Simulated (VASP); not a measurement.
# Pd (Fm-3m) in VASP: single point with PBEsol

Aim: the single point of Pd with PBEsol.

Program: VASP 6.6.1. These are calculated values, not measurements. Logs are shortened: lines on timing, memory, paths and dates and some standing lists are left out, and cuts for length are marked.

## 1. The cell of the first run

Symmetry: Fm-3m, No. 225, cubic system. Conventional cell: a = 3.875 Å, b = 3.875 Å, c = 3.875 Å, α = 90.00°, β = 90.00°, γ = 90.00°. Pd (site symmetry m-3m) has 12 Pd at 2.74 Å within 3.6 Å.

## 2. Single point, PBEsol

INCAR reads:

```
PREC = Accurate ; ENCUT = 500
EDIFF = 1E-6 ; ISMEAR = 0
SIGMA = 0.1 ; LREAL = F
LASPH = T ; NELM = 120
ALGO = Normal ; ISIF = 2
LWAVE = F ; LCHARG = F
GGA = PS ; NBANDS = 11
GGA_COMPAT = F
```

KPOINTS reads:

```
Automatic mesh
0
Gamma
  6 6 6
```

POSCAR reads:

```
Pd
1.0
    0.0000000000      1.9373494834      1.9373494834
    1.9373494834      0.0000000000      1.9373494834
    1.9373494834      1.9373494834      0.0000000000
Pd
1
Direct
    0.0000000000      0.0000000000      0.0000000000
```

Potentials or basis: VASP PAW PBE potentials, release 64 (Pd).

On the command line:

```sh
$ cat potpaw_PBE.64/Pd/POTCAR > POTCAR
$ mpirun -np 1 vasp_std > vasp.out
```

OUTCAR:

```text
PREC = Accurate
   ENCUT = 500
   EDIFF = 1E-6
   ISMEAR = 0
   LREAL = F
   LASPH = T
   NELM = 120
   ISIF = 2
   GGA = PS

 ion  position               nearest neighbor table
   1  0.000  0.000  0.000-

  LATTYP: Found a face centered cubic cell.
 ALAT       =     3.8746989668

  Lattice vectors:

 A1 = (   0.0000000000,   1.9373494834,   1.9373494834)
 A2 = (   1.9373494834,   0.0000000000,   1.9373494834)
 A3 = (   1.9373494834,   1.9373494834,   0.0000000000)

Analysis of symmetry for initial positions (statically):
=====================================================================
 Subroutine PRICEL returns:
 Original cell was already a primitive cell.

 Routine SETGRP: Setting up the symmetry group for a
 face centered cubic supercell.

 Subroutine GETGRP returns: Found 48 space group operations
 (whereof 48 operations were pure point group operations)
 out of a pool of 48 trial point group operations.

The static configuration has the point symmetry O_h .

Analysis of symmetry for dynamics (positions and initial velocities):
=====================================================================
 Subroutine PRICEL returns:
 Original cell was already a primitive cell.

 Routine SETGRP: Setting up the symmetry group for a
 face centered cubic supercell.

 Subroutine GETGRP returns: Found 48 space group operations
 (whereof 48 operations were pure point group operations)
 out of a pool of 48 trial point group operations.

The dynamic configuration has the point symmetry O_h .

 Subroutine INISYM returns: Found 48 space group operations
 (whereof 48 operations are pure point group operations),
 and found     1 'primitive' translations

----------------------------------------------------------------------------------------

                                     Primitive cell

  volume of cell :      14.5430

  direct lattice vectors                    reciprocal lattice vectors
     0.000000000  1.937349483  1.937349483    -0.258084566  0.258084566  0.258084566
     1.937349483  0.000000000  1.937349483     0.258084566 -0.258084566  0.258084566
     1.937349483  1.937349483  0.000000000     0.258084566  0.258084566 -0.258084566

  length of vectors
     2.739825914  2.739825914  2.739825914     0.447015580  0.447015580  0.447015580

  position of ions in fractional coordinates (direct lattice)
     0.000000000  0.000000000  0.000000000

  ion indices of the primitive-cell ions
   primitive index   ion index
                 1           1

----------------------------------------------------------------------------------------

 KPOINTS: Automatic mesh

Automatic generation of k-mesh.
 Grid dimensions read from file:
 generate k-points for:    6    6    6

 Generating k-lattice:

  Cartesian coordinates                     Fractional coordinates (reciprocal lattice)
    -0.043014094  0.043014094  0.043014094     0.166666667  0.000000000  0.000000000
     0.043014094 -0.043014094  0.043014094     0.000000000  0.166666667  0.000000000
     0.043014094  0.043014094 -0.043014094     0.000000000  0.000000000  0.166666667

  Length of vectors
     0.074502597  0.074502597  0.074502597

  Shift w.r.t. Gamma in fractional coordinates (k-lattice)
     0.000000000  0.000000000  0.000000000

 Subroutine IBZKPT returns following result:
 ===========================================

 Found     16 irreducible k-points:

 Following reciprocal coordinates:
            Coordinates               Weight
  0.000000  0.000000  0.000000      1.000000
  0.166667  0.000000  0.000000      8.000000
  0.333333  0.000000  0.000000      8.000000
  0.500000  0.000000  0.000000      4.000000
  0.166667  0.166667  0.000000      6.000000
  0.333333  0.166667  0.000000     24.000000
[... 8 lines left out ...]
 -0.333333  0.333333  0.166667     24.000000
 -0.333333  0.500000  0.166667     12.000000
   k-points           NKPTS =     16   k-points in BZ     NKDIM =     16   number of bands    NBANDS=     11
   number of dos      NEDOS =    301   number of ions     NIONS =      1
   total plane-waves  NPLWV =   8000
   dimension x,y,z NGX =    20 NGY =   20 NGZ =   20
   dimension x,y,z NGXF=    40 NGYF=   40 NGZF=   40
   ions per type =               1
   NGX,Y,Z   is equivalent  to a cutoff of  12.14, 12.14, 12.14 a.u.
   NGXF,Y,Z  is equivalent  to a cutoff of  24.27, 24.27, 24.27 a.u.
 SYSTEM =  unknown system
   PREC   = accura    normal or accurate (medium, high low for compatibility)
   ISTART =      0    job   : 0-new  1-cont  2-samecut
   ICHARG =      2    charge: 1-file 2-atom 10-const
   ISPIN  =      1    spin polarized calculation?
   LNONCOLLINEAR =      F non collinear calculations
   LSORBIT =      F    spin-orbit coupling
   LASPH  =      T    aspherical Exc in radial PAW
   ENCUT  =  500.0 eV  36.75 Ry    6.06 a.u.   5.00  5.00  5.00*2*pi/ulx,y,z
   NELM   =    120;   NELMIN=  2; NELMDL= -5     # of ELM steps
   EDIFF  = 0.1E-05   stopping-criterion for ELM
   LREAL  =      F    real-space projection
   EDIFFG = 0.1E-04   stopping-criterion for IOM
   NSW    =      0    number of steps for IOM
   IBRION =     -1    ionic relax: 0-MD 1-quasi-New 2-CG
   NFREE  =      0    steps in history (QN), initial steepest desc. (CG)
   ISIF   =      2    stress and relaxation
   ISYM   =      2    0-nonsym 1-usesym 2-fastsym
   POTIM  = 0.5000    time-step for ionic-motion
   TEBEG  =    0.0;   TEEND  =   0.0 temperature during run
   PSTRESS=    0.0 pullay stress
   NELECT =      10.0000    total number of electrons
   NUPDOWN=      -1.0000    fix difference up-down
   EMIN   =  10.00;   EMAX   =-10.00  energy-range for DOS
   EFERMI =   0.00;   METHOD = LEGACY
   ISMEAR =     0;   SIGMA  =   0.10  broadening in eV -4-tet -1-fermi 0-gaus
   EFERMI_NEDOS =   21; number of points for ismear=-14 and -15
   IALGO  =     38    algorithm
   IMIX   =      4    mixing-type and parameters
     AMIX     =   0.40;   BMIX     =  1.00
     AMIX_MAG =   1.60;   BMIX_MAG =  1.00
  volume/ion in A,a.u.               =      14.54        98.14
  Fermi-wavevector in a.u.,A,eV,Ry     =   1.444963  2.730585 28.407868  2.087919
  Thomas-Fermi vector in A             =   2.563199
   LORBIT       =      0    0 simple, 1 ext, 2 COOP (PROOUT), +10 PAW based schemes
   GGA     = PS    functional components
   LHFCALC =     F    Hartree Fock is set to
   AEXX    =    0.0000 exact exchange contribution
   IVDW    =     0    specifies the selected vdW correction
   LEPSILON=     F    determine dielectric tensor
   LRPA    =     F    only Hartree local field effects (RPA)
 non-spin polarized calculation
 Gauss-broadening in eV      SIGMA  =   0.10
  energy-cutoff  :      500.00
  volume of cell :       14.54
 maximum number of plane-waves:       376
   NGX =  9   NGY =  9   NGZ =  9

 number of electron      10.0000002 magnetization

 Free energy of the ion-electron system (eV)
  ---------------------------------------------------
  ext. energy  EPLUGINS =         0.00000000
  ---------------------------------------------------
  free energy    TOTEN  =        -5.98370428 eV

  energy without entropy =       -5.97208384  energy(sigma->0) =       -5.97789406

 E-fermi :   9.7656     XC(G=0): -13.4815

 val. band max:        9.7587865319   @ k =   0.5000   0.0000   0.0000
 cond. band min:       9.8027063928   @ k =   0.5000   0.1667   0.0000
 fundamental gap:      0.0439198609
 Fermi energy:         9.7656129204

 k-point     1 :       0.0000    0.0000    0.0000
  band No.  band energies     occupation
      1       2.5110      2.00000
      2       6.8725      2.00000
      3       6.8725      2.00000
      4       6.8725      2.00000
      5       8.5323      2.00000
      6       8.5323      2.00000
      7      27.0043      0.00000
      8      31.8485      0.00000
      9      31.8485      0.00000
     10      31.8485      0.00000
     11      35.6814      0.00000

 k-point     2 :       0.1667    0.0000    0.0000
  band No.  band energies     occupation
      1       3.4494      2.00000
      2       6.6322      2.00000
      3       7.1353      2.00000
      4       7.1353      2.00000
      5       8.4645      2.00000
      6       8.4645      2.00000
      7      27.1410      0.00000
      8      28.3412      0.00000
      9      32.9155      0.00000
     10      32.9155      0.00000
     11      35.8604      0.00000

 k-point     3 :       0.3333    0.0000    0.0000
  band No.  band energies     occupation
      1       4.4739      2.00000
      2       7.0360      2.00000
      3       7.0360      2.00000
      4       7.9982      2.00000
      5       9.1451      2.00000
      6       9.1451      2.00000
      7      21.3473      0.00000
      8      27.3228      0.00000
      9      32.7430      0.00000
     10      32.7430      0.00000
     11      36.3522      0.00000

 k-point     4 :       0.5000    0.0000    0.0000
  band No.  band energies     occupation
      1       4.3659      2.00000
      2       6.8292      2.00000
      3       6.8292      2.00000
      4       9.7588      1.07691
      5       9.7588      1.07691
      6      10.7517      0.00000
      7      17.1932      0.00000
      8      26.3659      0.00000
      9      31.0014      0.00000
     10      31.0014      0.00000
     11      35.7201      0.00000

 k-point     5 :       0.1667    0.1667    0.0000
  band No.  band energies     occupation
      1       3.7644      2.00000
      2       6.2051      2.00000
      3       7.4814      2.00000
      4       7.4814      2.00000
      5       7.9162      2.00000
      6       8.8140      2.00000
      7      28.3714      0.00000
      8      29.3918      0.00000
      9      30.3928      0.00000
     10      30.3928      0.00000
     11      35.6327      0.00000
[... 99 lines left out ...]
 k-point    13 :       0.5000    0.5000    0.0000
  band No.  band energies     occupation
      1       4.2721      2.00000
      2       4.5573      2.00000
      3       9.7360      1.32446
      4      10.0777      0.00001
      5      10.0777      0.00001
      6      13.1077      0.00000
      7      20.6822      0.00000
      8      23.0450      0.00000
      9      23.0450      0.00000
     10      31.5338      0.00000
     11      31.6642      0.00000

 k-point    14 :       0.5000    0.3333    0.1667
  band No.  band energies     occupation
      1       5.6475      2.00000
      2       5.6720      2.00000
      3       6.6808      2.00000
      4       8.6962      2.00000
      5       9.0084      2.00000
      6      12.3733      0.00000
      7      22.6489      0.00000
      8      22.9566      0.00000
      9      26.2771      0.00000
     10      33.3637      0.00000
     11      34.3737      0.00000

 k-point    15 :      -0.3333    0.3333    0.1667
  band No.  band energies     occupation
      1       5.7093      2.00000
      2       5.7968      2.00000
      3       6.7425      2.00000
      4       8.2396      2.00000
      5       9.6672      1.83619
      6      16.2779      0.00000
      7      17.4983      0.00000
      8      23.5561      0.00000
      9      24.0416      0.00000
     10      32.6340      0.00000
     11      35.7695      0.00000

 k-point    16 :      -0.3333    0.5000    0.1667
  band No.  band energies     occupation
      1       5.0136      2.00000
      2       5.3502      2.00000
      3       7.6106      2.00000
      4       8.8344      2.00000
      5      10.0794      0.00001
      6      16.4618      0.00000
      7      20.3918      0.00000
      8      20.8639      0.00000
      9      21.7624      0.00000
     10      33.5463      0.00000
     11      35.4570      0.00000

------------------------ aborting loop because EDIFF is reached ----------------------------------------

  FORCE on cell =-STRESS in cart. coord.  units (eV):
  Direction    XX          YY          ZZ          XY          YZ          ZX
  --------------------------------------------------------------------------------------
  -------------------------------------------------------------------------------------
  Total       -0.1442764     -0.1442764     -0.1442764      0.0000000      0.0000000      0.0000000
  in kB      -15.8946902    -15.8946902    -15.8946902      0.0000000      0.0000000      0.0000000
  external PRESSURE =     -15.8946902 kB  Pullay stress =       0.0000000 kB

 VOLUME and BASIS-vectors are now :
 -----------------------------------------------------------------------------
  energy-cutoff  :      500.00
  volume of cell :       14.54
      direct lattice vectors                 reciprocal lattice vectors
     0.000000000  1.937349483  1.937349483    -0.258084566  0.258084566  0.258084566
     1.937349483  0.000000000  1.937349483     0.258084566 -0.258084566  0.258084566
     1.937349483  1.937349483  0.000000000     0.258084566  0.258084566 -0.258084566

 POSITION                                       TOTAL-FORCE (eV/Angst)
 -----------------------------------------------------------------------------------
      0.00000      0.00000      0.00000        -0.000000     -0.000000     -0.000000
 -----------------------------------------------------------------------------------
    total drift:                                0.000000      0.000000     -0.000000

  FREE ENERGIE OF THE ION-ELECTRON SYSTEM (eV)
  ---------------------------------------------------
  free  energy   TOTEN  =        -5.9837042837 eV

  energy  without entropy=       -5.9720838363  energy(sigma->0) =       -5.97789406
```

Run time: 1.8 s. Hardware: 1 thread of Intel Xeon 6975P-C (Granite Rapids), shared host; peak memory 0.12 GiB.

What came out:

```
Free energy            : -5.9837 eV
Pressure               : -1.6 GPa
Band gap on the k mesh : zero (band 5 reaches 10.08 eV, above the bottom of band 6 at 8.46 eV)
```

Caveat: the k points lie up to 0.47 Å⁻¹ apart; the PAW data sets were made with another functional, which shifts forces and pressure a little.
